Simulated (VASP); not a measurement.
A run of VASP 6.6.1 is set up as follows.

File INCAR:

```
SYSTEM = Rh
PREC = Accurate
ENCUT = 520
EDIFF = 1E-7
ISMEAR = 1
SIGMA = 0.1
LREAL = .FALSE.
LASPH = .TRUE.
NELM = 60
ALGO = Normal
ISIF = 2
LWAVE = .FALSE.
LCHARG = .FALSE.
NBANDS = 22
```

Contents of KPOINTS:

```
regular mesh
0
G
  12 12 6
  0 0 0
```

File POSCAR:

```
Rh
1.0
    2.7309790000      0.0000000000      0.0000000000
   -1.3654900000      2.3650970000      0.0000000000
    0.0000000000      0.0000000000      4.4284890000
Rh
2
Direct
    0.6666666667      0.3333333333      0.7500000000
    0.3333333333      0.6666666667      0.2500000000
```

Potentials or basis: VASP PAW LDA potentials, release 64 (Rh_pv).

The run is started by

```sh
$ cat potpaw_LDA.64/Rh_pv/POTCAR > POTCAR
$ mpirun -np 1 vasp_std > vasp.out
```

**Question.** Estimate the pressure.

**Answer.** -18.9 GPa.

**Question.** What does it give for the band gap on the k mesh?

**Answer.** Zero (band 15 reaches 11.67 eV, above the bottom of band 16 at 9.40 eV).

Stress tensor (GPa, compression positive):
```
-19.10   0.00   0.00
  0.00 -19.10   0.00
  0.00   0.00 -18.48
```
